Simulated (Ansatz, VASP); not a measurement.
## Two plane-wave programs on BeS

```
Be S
1.0
     2.94139    0.00000    0.00000
     0.00000    2.94139    0.00000
     0.00000    0.00000    2.94139
Be S
1 1
Direct
  0.00000 0.00000 0.00000
  0.50000 0.50000 0.50000
```

Alike in both runs: task single point; functional PBE; k mesh 6 × 6 × 6; occupations fermi-dirac, width 0.02 eV; collinear spin.

```csv
,VASP,Ansatz
version,VASP 6.6.1,Ansatz 0.2.0
potentials or method,"VASP PAW PBE potentials, release 64 (Be, S)",plane waves
plane-wave cutoff (eV),600,420
valence electrons in the cell,8,8
```

Ansatz gave:

* gap on the k mesh at the Fermi level (eV): none
* pressure (GPa): -2.1
* net moment per atom (μB): 0.05
* size of the moment on the site where the two differ most (μB): 0.05

Which values does VASP return?

gap on the k mesh at the Fermi level (eV): none; pressure (GPa): -2.3; net moment per atom (μB): 0.00; size of the moment on the site where the two differ most (μB): 0.00.

Site moments also hang on the region over which each program counts them. A gap of «none» marks a metal or a gap that the smearing closes. With one functional, cell and mesh, what is left measures potentials, basis and numerics. Ansatz's warnings: seeded moment not kept.
